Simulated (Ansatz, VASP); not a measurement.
# One calculation of RbCl, two programs

```xyz
2
Lattice="0.0000 3.3087 3.3087 3.3087 0.0000 3.3087 3.3087 3.3087 0.0000" Properties=species:S:1:pos:R:3 pbc="T T T"
Rb    5.7737    3.3418    3.7686
Cl    9.0824    6.6505    7.0773
```

Alike in both runs: task single point; functional PBEsol; k mesh 2 × 2 × 2; occupations gaussian, width 0.1 eV; no spin polarisation.

|  | VASP | Ansatz |
| --- | --- | --- |
| version | VASP 6.6.1 | Ansatz 0.2.0 |
| potentials or method | VASP PAW PBE potentials, release 64 (Rb_sv, Cl), cutoff 500 eV | scalar-relativistic, plane waves, PAW |
| valence electrons in the cell | 16 | 16 |

```csv
,VASP,Ansatz,Ansatz less VASP
gap on the k mesh at the Fermi level (eV),4.77,4.78,+0.003
least direct gap on the mesh (eV),4.77,4.78,+0.003
pressure (GPa),-0.3,-0.3,-0.01
```

VASP's potentials were made for PBE, not for PBEsol.

The k mesh is coarse, so the values compare programs but aren't converged.
